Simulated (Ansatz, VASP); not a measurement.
## TiC: VASP beside Ansatz

```
Ti C
1.0
    -0.02164    2.15318    2.15318
     2.15318   -0.02164    2.15318
     2.15318    2.15318   -0.02164
Ti C
1 1
Direct
  0.00000 0.00000 0.00000
  0.50000 0.50000 0.50000
```

Change from the starting cell: equal xy, yz and zx shear strains of -1 %, crystal datasets.

Alike in both runs: task electric field gradients; functional PBE; k mesh 16 × 16 × 16; occupations fermi-dirac, width 0.03 eV; no spin polarisation.

|  | VASP | Ansatz |
| --- | --- | --- |
| version | VASP 6.6.1 | Ansatz 0.2.0 |
| potentials or method | VASP PAW PBE potentials, release 64 (Ti_sv, C), cutoff 520 eV | all-electron PAW with datasets made for the crystal, scalar-relativistic |

|  | VASP | Ansatz | Ansatz less VASP |
| --- | --- | --- | --- |
| pressure (GPa) | 1.1 | 0.9 | -0.24 |
| traceless stress, the component that is largest in VASP (GPa) | 1.54 | 1.54 | +0.007 |
| size of Vzz on the site where it differs most (V/Å²) | 0.7 | 0.8 | +0.10 |

Ansatz ran all-electron here, and VASP with PAW potentials.
